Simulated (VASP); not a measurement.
# RbBr (Pm-3m) in VASP: further runs

The runs below take RbBr through single point, with r2SCAN, HSE06, PBE-based global hybrid with 5 % exact exchange, PBE-based screened hybrid with 100 % exact exchange, PBE-based global hybrid with 20 % exact exchange.

All numbers are computed with VASP 6.6.1; they aren't measurements. Logs are shortened: lines on timing, memory, paths and dates and some standing lists are left out, and cuts for length are marked.

### Step 1. The cell of the first run

Symmetry: Pm-3m, No. 221, cubic system. The conventional cell has a = 4.128 Å, b = 4.128 Å, c = 4.128 Å, α = 90.00°, β = 90.00°, γ = 90.00°. Rb (site symmetry m-3m) has 8 Br at 3.57 Å and 6 Rb at 4.13 Å within 4.7 Å. Br (site symmetry m-3m) has 8 Rb at 3.57 Å and 6 Br at 4.13 Å within 4.7 Å.

### Step 2. Single point, r2SCAN

The input, POSCAR:

```
RbBr
1.0
    4.1279266285      0.0000000000      0.0000000000
    0.0000000000      4.1279266285      0.0000000000
    0.0000000000      0.0000000000      4.1279266285
Rb Br
1 1
Direct
    0.0000000000      0.0000000000      0.0000000000
    0.5000000000      0.5000000000      0.5000000000
```

The input, INCAR.step1:

```
SYSTEM = RbBr
ALGO = Normal ; EDIFF = 1E-4
ENCUT = 520 ; GGA = PE
ISMEAR = 1 ; LASPH = .True.
LCHARG = .False. ; LREAL = .False.
LWAVE = .True. ; NBANDS = 15
NELM = 80 ; PREC = Accurate
SIGMA = 0.2
```

The input, INCAR.step2:

```
SYSTEM = RbBr
ALGO = Normal ; EDIFF = 1E-7
ENCUT = 520 ; ISIF = 2
ISMEAR = 1 ; ISTART = 1
LASPH = .True. ; LCHARG = .True.
LELF = .True. ; LMIXTAU = .True.
LREAL = .False. ; LVHAR = .True.
LWAVE = .False. ; METAGGA = R2SCAN
NBANDS = 15 ; NELM = 80
PREC = Accurate ; SIGMA = 0.2
```

The input, KPOINTS:

```
k-points
0
Gamma
  4 4 4
  0 0 0
```

Potentials or basis: VASP PAW PBE potentials, release 64 (Rb_sv, Br).

Command:

```console
$ cat potpaw_PBE.64/Rb_sv/POTCAR potpaw_PBE.64/Br/POTCAR > POTCAR
$ cp INCAR.step1 INCAR
$ mpirun -np 1 vasp_std > vasp.out
$ cp INCAR.step2 INCAR
$ mpirun -np 1 vasp_std > vasp.out
```

OUTCAR:

```text
SYSTEM = RbBr
   EDIFF = 1E-7
   ENCUT = 520
   ISIF = 2
   ISMEAR = 1
   ISTART = 1
   LASPH = .True.
   LREAL = .False.
   METAGGA = R2SCAN
   NELM = 80
   PREC = Accurate

 ion  position               nearest neighbor table
   1  0.000  0.000  0.000-   2 3.57   2 3.57   2 3.57   2 3.57   2 3.57   2 3.57   2 3.57   2 3.57

   2  0.500  0.500  0.500-   1 3.57   1 3.57   1 3.57   1 3.57   1 3.57   1 3.57   1 3.57   1 3.57

  LATTYP: Found a simple cubic cell.
 ALAT       =     4.1279266285

  Lattice vectors:

 A1 = (   4.1279266285,   0.0000000000,   0.0000000000)
 A2 = (   0.0000000000,   4.1279266285,   0.0000000000)
 A3 = (   0.0000000000,   0.0000000000,   4.1279266285)

Analysis of symmetry for initial positions (statically):
=====================================================================
 Subroutine PRICEL returns:
 Original cell was already a primitive cell.

 Routine SETGRP: Setting up the symmetry group for a
 simple cubic supercell.

 Subroutine GETGRP returns: Found 48 space group operations
 (whereof 48 operations were pure point group operations)
 out of a pool of 48 trial point group operations.

The static configuration has the point symmetry O_h .

Analysis of symmetry for dynamics (positions and initial velocities):
=====================================================================
 Subroutine PRICEL returns:
 Original cell was already a primitive cell.

 Routine SETGRP: Setting up the symmetry group for a
 simple cubic supercell.

 Subroutine GETGRP returns: Found 48 space group operations
 (whereof 48 operations were pure point group operations)
 out of a pool of 48 trial point group operations.

The dynamic configuration has the point symmetry O_h .

 Subroutine INISYM returns: Found 48 space group operations
 (whereof 48 operations are pure point group operations),
 and found     1 'primitive' translations

----------------------------------------------------------------------------------------

                                     Primitive cell

  volume of cell :      70.3390

  direct lattice vectors                    reciprocal lattice vectors
     4.127926629  0.000000000  0.000000000     0.242252368  0.000000000  0.000000000
     0.000000000  4.127926629  0.000000000     0.000000000  0.242252368  0.000000000
     0.000000000  0.000000000  4.127926629     0.000000000  0.000000000  0.242252368

[... 76 lines left out ...]
   POTIM  = 0.5000    time-step for ionic-motion
   TEBEG  =    0.0;   TEEND  =   0.0 temperature during run
   PSTRESS=    0.0 pullay stress
   NELECT =      16.0000    total number of electrons
   NUPDOWN=      -1.0000    fix difference up-down
   EMIN   =  10.00;   EMAX   =-10.00  energy-range for DOS
   EFERMI =   0.00;   METHOD = LEGACY
   ISMEAR =     1;   SIGMA  =   0.20  broadening in eV -4-tet -1-fermi 0-gaus
   EFERMI_NEDOS =   21; number of points for ismear=-14 and -15
   IALGO  =     38    algorithm
   IMIX   =      4    mixing-type and parameters
     AMIX     =   0.40;   BMIX     =  1.00
     AMIX_MAG =   1.60;   BMIX_MAG =  1.00
  volume/ion in A,a.u.               =      35.17       237.34
  Fermi-wavevector in a.u.,A,eV,Ry     =   0.999347  1.888491 13.588055  0.998694
  Thomas-Fermi vector in A             =   2.131631
   LORBIT       =      0    0 simple, 1 ext, 2 COOP (PROOUT), +10 PAW based schemes
   METAGGA = R2SCAN    functional components
   LHFCALC =     F    Hartree Fock is set to
   AEXX    =    0.0000 exact exchange contribution
   IVDW    =     0    specifies the selected vdW correction
   LEPSILON=     F    determine dielectric tensor
   LRPA    =     F    only Hartree local field effects (RPA)
 non-spin polarized calculation
 Methfessel and Paxton  Order N= 1 SIGMA  =   0.20
  energy-cutoff  :      520.00
  volume of cell :       70.34
 maximum number of plane-waves:      1924
 NGX is ok and might be reduce to    32
   NGX = 15   NGY = 15   NGZ = 15

 number of electron      16.0000002 magnetization

 Free energy of the ion-electron system (eV)
  ---------------------------------------------------
  ext. energy  EPLUGINS =         0.00000000
  ---------------------------------------------------
  free energy    TOTEN  =       -31.10234092 eV

  energy without entropy =      -31.11367041  energy(sigma->0) =      -31.10611741

 E-fermi :  -1.0094     XC(G=0):  -8.3197

 val. band max:       -1.0571128016   @ k =   0.5000   0.5000   0.0000
 cond. band min:       3.7699006612   @ k =   0.0000   0.0000   0.0000
 fundamental gap:      4.8270134628
 Fermi energy:        -1.0094231020

 k-point     1 :       0.0000    0.0000    0.0000
  band No.  band energies     occupation
      1     -26.9459      2.00000
      2     -14.1112      2.00000
      3     -10.3835      2.00000
      4     -10.3835      2.00000
      5     -10.3835      2.00000
      6      -1.2111      2.05193
      7      -1.2111      2.05193
      8      -1.2111      2.05193
      9       3.7699      0.00000
     10       5.0615      0.00000
     11       5.0615      0.00000
     12       9.6622      0.00000
     13       9.6622      0.00000
     14       9.6622      0.00000
[... 149 lines left out ...]
      2     -13.8018      2.00000
      3     -10.6047      2.00000
      4     -10.6047      2.00000
      5     -10.6047      2.00000
      6      -2.3945      2.00000
      7      -2.3945      2.00000
      8      -2.3945      2.00000
      9       7.8146      0.00000
     10       7.8146      0.00000
     11       7.8146      0.00000
     12       9.0930      0.00000
     13       9.0930      0.00000
     14       9.0930      0.00000
     15      11.8446      0.00000

------------------------ aborting loop because EDIFF is reached ----------------------------------------

  FORCE on cell =-STRESS in cart. coord.  units (eV):
  Direction    XX          YY          ZZ          XY          YZ          ZX
  --------------------------------------------------------------------------------------
  -------------------------------------------------------------------------------------
  Total        0.0099179      0.0099179      0.0099179      0.0000000      0.0000000      0.0000000
  in kB        0.2259091      0.2259091      0.2259091      0.0000000      0.0000000      0.0000000
  external PRESSURE =       0.2259091 kB  Pullay stress =       0.0000000 kB

 VOLUME and BASIS-vectors are now :
 -----------------------------------------------------------------------------
  energy-cutoff  :      520.00
  volume of cell :       70.34
      direct lattice vectors                 reciprocal lattice vectors
     4.127926629  0.000000000  0.000000000     0.242252368  0.000000000  0.000000000
     0.000000000  4.127926629  0.000000000     0.000000000  0.242252368  0.000000000
     0.000000000  0.000000000  4.127926629     0.000000000  0.000000000  0.242252368

 POSITION                                       TOTAL-FORCE (eV/Angst)
 -----------------------------------------------------------------------------------
      0.00000      0.00000      0.00000         0.000000      0.000000      0.000000
      2.06396      2.06396      2.06396         0.000000      0.000000      0.000000
 -----------------------------------------------------------------------------------
    total drift:                                0.000000      0.000000     -0.000000

  FREE ENERGIE OF THE ION-ELECTRON SYSTEM (eV)
  ---------------------------------------------------
  free  energy   TOTEN  =       -31.1023409182 eV

  energy  without entropy=      -31.1136704058  energy(sigma->0) =      -31.10611741
```

Wall time 46 s (1 thread of AMD EPYC 7R43 (Zen 3), shared host); peak memory 0.15 GiB.

Results:

```yaml
Free_energy: -31.1023 eV
Pressure: 0.0 GPa
Band_gap_on_the_k_mesh: 4.83 eV (least direct gap 4.98 eV)
```

Levels at points of the mesh, in eV from the valence-band top:
```csv
k point,band 4,band 5,band 6,band 7,band 8,band 9,band 10,band 11,band 12,band 13
"(0.00, 0.00, 0.00)",-9.33,-9.33,-0.15,-0.15,-0.15,4.83,6.12,6.12,10.72,10.72
"(0.50, 0.00, 0.00)",-9.28,-9.28,-1.70,-0.22,-0.22,7.46,7.80,8.36,9.36,10.65
"(0.50, 0.50, 0.00)",-9.63,-9.25,-1.06,-1.06,0.00,5.93,6.91,8.67,8.67,11.60
"(0.50, 0.50, 0.50)",-9.55,-9.55,-1.34,-1.34,-1.34,8.87,8.87,8.87,10.15,10.15
```

Caveat: the PAW data sets were made with another functional, which shifts forces and pressure a little.

### Step 3. Single point, HSE06

POSCAR is that of step 2.

The input, INCAR.step1:

```
PREC = Accurate
ENCUT = 520
EDIFF = 1E-5
ISMEAR = 0
SIGMA = 0.01
LREAL = F
LASPH = T
NELM = 80
ALGO = Normal
ISIF = 2
LWAVE = T
NBANDS = 15
GGA = PE
```

The input, INCAR.step2:

```
PREC = Accurate
ENCUT = 520
EDIFF = 1E-7
ISMEAR = 0
SIGMA = 0.01
LREAL = F
LASPH = T
NELM = 80
ALGO = Normal
ISIF = 2
LWAVE = F
LCHARG = T
GGA = PE
LHFCALC = T
HFSCREEN = 0.2079
PRECFOCK = Normal
LELF = T
LVHAR = T
NBANDS = 15
ISTART = 1
```

The input, KPOINTS:

```
regular mesh
0
Gamma
  4 4 4
```

Potentials or basis: VASP PAW PBE potentials, release 64 (Rb_sv, Br).

Command:

```console
$ cat potpaw_PBE.64/Rb_sv/POTCAR potpaw_PBE.64/Br/POTCAR > POTCAR
$ cp INCAR.step1 INCAR
$ mpirun -np 1 vasp_std > vasp.out
$ cp INCAR.step2 INCAR
$ mpirun -np 1 vasp_std > vasp.out
```

Wall time 8 min (1 thread of AMD EPYC 7R43 (Zen 3), shared host); peak memory 0.26 GiB.

The run converged. Its results:

| Property | Result |
| --- | --- |
| Free energy | -6.9667 eV |
| Pressure | 0.5 GPa |
| Band gap on the k mesh | 5.26 eV (least direct gap 5.42 eV) |

Levels at points of the mesh, in eV from the valence-band top:
| k point | band 4 | band 5 | band 6 | band 7 | band 8 | band 9 | band 10 | band 11 | band 12 | band 13 |
| --- | --- | --- | --- | --- | --- | --- | --- | --- | --- | --- |
| (0.00, 0.00, 0.00) | -9.65 | -9.65 | -0.16 | -0.16 | -0.16 | 5.26 | 6.76 | 6.76 | 11.40 | 11.40 |
| (0.50, 0.00, 0.00) | -9.60 | -9.60 | -1.81 | -0.23 | -0.23 | 8.17 | 8.31 | 8.95 | 9.92 | 11.32 |
| (0.50, 0.50, 0.00) | -9.97 | -9.56 | -1.13 | -1.13 | 0.00 | 6.49 | 7.46 | 9.29 | 9.29 | 12.16 |
| (0.50, 0.50, 0.50) | -9.88 | -9.88 | -1.42 | -1.42 | -1.42 | 9.44 | 9.44 | 9.44 | 10.80 | 10.80 |

Caveat: the PAW data sets were made with another functional, which shifts forces and pressure a little. A k mesh can miss the band edges.

### Step 4. Single point, PBE-based global hybrid with 5 % exact exchange

POSCAR is that of step 3.

The input, INCAR.step1:

```
SYSTEM = RbBr
PREC = Accurate
ENCUT = 520
EDIFF = 1E-5
ISMEAR = 0
SIGMA = 0.01
LREAL = .FALSE.
LASPH = .TRUE.
NELM = 100
ALGO = Normal
ISIF = 2
LWAVE = .TRUE.
LCHARG = .FALSE.
NBANDS = 15
GGA = PE
```

The input, INCAR.step2:

```
SYSTEM = RbBr
PREC = Accurate
ENCUT = 520
EDIFF = 1E-6
ISMEAR = 0
SIGMA = 0.01
LREAL = .FALSE.
LASPH = .TRUE.
NELM = 100
ALGO = Normal
ISIF = 2
LWAVE = .FALSE.
LCHARG = .FALSE.
GGA = PE
LHFCALC = .TRUE.
AEXX = 0.05
PRECFOCK = Normal
NBANDS = 15
ISTART = 1
```

The input, KPOINTS:

```
regular mesh
0
G
  4 4 4
  0 0 0
```

Potentials or basis: VASP PAW PBE potentials, release 64 (Rb_sv, Br).

Command:

```console
$ cat potpaw_PBE.64/Rb_sv/POTCAR potpaw_PBE.64/Br/POTCAR > POTCAR
$ cp INCAR.step1 INCAR
$ mpirun -np 1 vasp_std > vasp.out
$ cp INCAR.step2 INCAR
$ mpirun -np 1 vasp_std > vasp.out
```

OUTCAR:

```text
SYSTEM = RbBr
   PREC = Accurate
   ENCUT = 520
   EDIFF = 1E-6
   ISMEAR = 0
   LREAL = .FALSE.
   LASPH = .TRUE.
   NELM = 100
   ISIF = 2
   GGA = PE
   LHFCALC = .TRUE.
   AEXX = 0.05
   PRECFOCK = Normal
   ISTART = 1

 ion  position               nearest neighbor table
   1  0.000  0.000  0.000-   2 3.57   2 3.57   2 3.57   2 3.57   2 3.57   2 3.57   2 3.57   2 3.57

   2  0.500  0.500  0.500-   1 3.57   1 3.57   1 3.57   1 3.57   1 3.57   1 3.57   1 3.57   1 3.57

  LATTYP: Found a simple cubic cell.
 ALAT       =     4.1279266285

  Lattice vectors:

 A1 = (   4.1279266285,   0.0000000000,   0.0000000000)
 A2 = (   0.0000000000,   4.1279266285,   0.0000000000)
 A3 = (   0.0000000000,   0.0000000000,   4.1279266285)

Analysis of symmetry for initial positions (statically):
=====================================================================
 Subroutine PRICEL returns:
 Original cell was already a primitive cell.

 Routine SETGRP: Setting up the symmetry group for a
 simple cubic supercell.

 Subroutine GETGRP returns: Found 48 space group operations
 (whereof 48 operations were pure point group operations)
 out of a pool of 48 trial point group operations.

The static configuration has the point symmetry O_h .

Analysis of symmetry for dynamics (positions and initial velocities):
=====================================================================
 Subroutine PRICEL returns:
 Original cell was already a primitive cell.

 Routine SETGRP: Setting up the symmetry group for a
 simple cubic supercell.

 Subroutine GETGRP returns: Found 48 space group operations
 (whereof 48 operations were pure point group operations)
 out of a pool of 48 trial point group operations.

The dynamic configuration has the point symmetry O_h .

 Subroutine INISYM returns: Found 48 space group operations
 (whereof 48 operations are pure point group operations),
 and found     1 'primitive' translations

----------------------------------------------------------------------------------------
[... 116 lines left out ...]
   LRPA    =     F    only Hartree local field effects (RPA)
 non-spin polarized calculation
 Gauss-broadening in eV      SIGMA  =   0.01
  energy-cutoff  :      520.00
  volume of cell :       70.34
 maximum number of plane-waves:      1924
 NGX is ok and might be reduce to    32
  NGX = 24; NGY = 24; NGZ = 24

 number of electron      16.0000002 magnetization

 Free energy of the ion-electron system (eV)
  ---------------------------------------------------
  ext. energy  EPLUGINS =         0.00000000
  ---------------------------------------------------
  free energy    TOTEN  =        -6.28922096 eV

  energy without entropy =       -6.28922096  energy(sigma->0) =       -6.28922096

 E-fermi :  -0.8660     XC(G=0):  -7.5891

 val. band max:       -0.9150282016   @ k =   0.5000   0.5000   0.0000
 cond. band min:       3.5357917932   @ k =   0.0000   0.0000   0.0000
 fundamental gap:      4.4508199948
 Fermi energy:        -0.8659915450

 k-point     1 :       0.0000    0.0000    0.0000
  band No.  band energies     occupation
      1     -26.3757      2.00000
      2     -13.7517      2.00000
      3     -10.1219      2.00000
      4     -10.1219      2.00000
      5     -10.1219      2.00000
      6      -1.0714      2.00000
      7      -1.0714      2.00000
      8      -1.0714      2.00000
      9       3.5358      0.00000
     10       5.0479      0.00000
     11       5.0479      0.00000
     12       9.4582      0.00000
     13       9.4582      0.00000
     14       9.4582      0.00000
[... 149 lines left out ...]
      2     -13.4490      2.00000
      3     -10.3467      2.00000
      4     -10.3467      2.00000
      5     -10.3467      2.00000
      6      -2.2705      2.00000
      7      -2.2705      2.00000
      8      -2.2705      2.00000
      9       7.7020      0.00000
     10       7.7020      0.00000
     11       7.7020      0.00000
     12       8.8807      0.00000
     13       8.8807      0.00000
     14       8.8807      0.00000
     15      11.6969      0.00000

------------------------ aborting loop because EDIFF is reached ----------------------------------------

  FORCE on cell =-STRESS in cart. coord.  units (eV):
  Direction    XX          YY          ZZ          XY          YZ          ZX
  --------------------------------------------------------------------------------------
  -------------------------------------------------------------------------------------
  Total        0.3234064      0.3234064      0.3234064      0.0000000     -0.0000000     -0.0000000
  in kB        7.3665349      7.3665349      7.3665349      0.0000000     -0.0000000     -0.0000000
  external PRESSURE =       7.3665349 kB  Pullay stress =       0.0000000 kB

 VOLUME and BASIS-vectors are now :
 -----------------------------------------------------------------------------
  energy-cutoff  :      520.00
  volume of cell :       70.34
      direct lattice vectors                 reciprocal lattice vectors
     4.127926629  0.000000000  0.000000000     0.242252368  0.000000000  0.000000000
     0.000000000  4.127926629  0.000000000     0.000000000  0.242252368  0.000000000
     0.000000000  0.000000000  4.127926629     0.000000000  0.000000000  0.242252368

 POSITION                                       TOTAL-FORCE (eV/Angst)
 -----------------------------------------------------------------------------------
      0.00000      0.00000      0.00000         0.000000      0.000000      0.000000
      2.06396      2.06396      2.06396         0.000000      0.000000      0.000000
 -----------------------------------------------------------------------------------
    total drift:                               -0.000000     -0.000000     -0.000000

  FREE ENERGIE OF THE ION-ELECTRON SYSTEM (eV)
  ---------------------------------------------------
  free  energy   TOTEN  =        -6.2892209619 eV

  energy  without entropy=       -6.2892209619  energy(sigma->0) =       -6.28922096
```

OUTCAR.step1:

```text
SYSTEM = RbBr
   PREC = Accurate
   ENCUT = 520
   EDIFF = 1E-5
   ISMEAR = 0
   LREAL = .FALSE.
   LASPH = .TRUE.
[... 386 lines left out ...]
      0.00000      0.00000      0.00000         0.000000      0.000000      0.000000
      2.06396      2.06396      2.06396         0.000000      0.000000      0.000000
 -----------------------------------------------------------------------------------
    total drift:                                0.000000      0.000000     -0.000000

  FREE ENERGIE OF THE ION-ELECTRON SYSTEM (eV)
  ---------------------------------------------------
  free  energy   TOTEN  =        -5.9936819623 eV

  energy  without entropy=       -5.9936819623  energy(sigma->0) =       -5.99368196
```

OSZICAR.step1:

```text
N       E                     dE             d eps       ncg     rms          rms(c)
DAV:   1     0.821042248647E+02    0.82104E+02   -0.72039E+03   300   0.952E+02
DAV:   2    -0.111038263478E+01   -0.83215E+02   -0.79445E+02   438   0.165E+02
DAV:   3    -0.611757126656E+01   -0.50072E+01   -0.49940E+01   356   0.431E+01
DAV:   4    -0.622906904785E+01   -0.11150E+00   -0.11146E+00   464   0.603E+00
DAV:   5    -0.622961886247E+01   -0.54981E-03   -0.54981E-03   377   0.434E-01    0.260E+00
DAV:   6    -0.602449374003E+01    0.20513E+00   -0.18268E-01   356   0.230E+00    0.175E+00
DAV:   7    -0.599057402066E+01    0.33920E-01   -0.10320E-01   377   0.182E+00    0.899E-01
DAV:   8    -0.599364517978E+01   -0.30712E-02   -0.13511E-02   380   0.696E-01    0.132E-01
DAV:   9    -0.599354954492E+01    0.95635E-04   -0.49193E-04   391   0.123E-01    0.629E-02
DAV:  10    -0.599368167886E+01   -0.13213E-03   -0.23930E-04   358   0.101E-01    0.135E-02
DAV:  11    -0.599368196229E+01   -0.28343E-06   -0.79863E-06   290   0.194E-02
   1 F= -.59936820E+01 E0= -.59936820E+01  d E =-.637783E-93
```

Wall time 3.1 min (1 thread of AMD EPYC 7R43 (Zen 3), shared host); peak memory 0.16 GiB.

What came out:

| Item | Value |
| --- | --- |
| Free energy | -6.2892 eV |
| Pressure | 0.7 GPa |
| Band gap on the k mesh | 4.45 eV (least direct gap 4.61 eV) |

Levels at points of the mesh, in eV from the valence-band top:
```
           k point  band 6  band 7  band 8  band 9  band 10  band 11
(0.00, 0.00, 0.00)   -0.16   -0.16   -0.16    4.45     5.96     5.96
(0.50, 0.00, 0.00)   -1.74   -0.23   -0.23    7.29     7.48     8.05
(0.50, 0.50, 0.00)   -1.07   -1.07    0.00    5.69     6.61     8.38
(0.50, 0.50, 0.50)   -1.36   -1.36   -1.36    8.62     8.62     8.62
```

Caveat: the PAW data sets were made with another functional, which shifts forces and pressure a little. A k mesh can miss the band edges.

(Continued in part 2 of 2.)
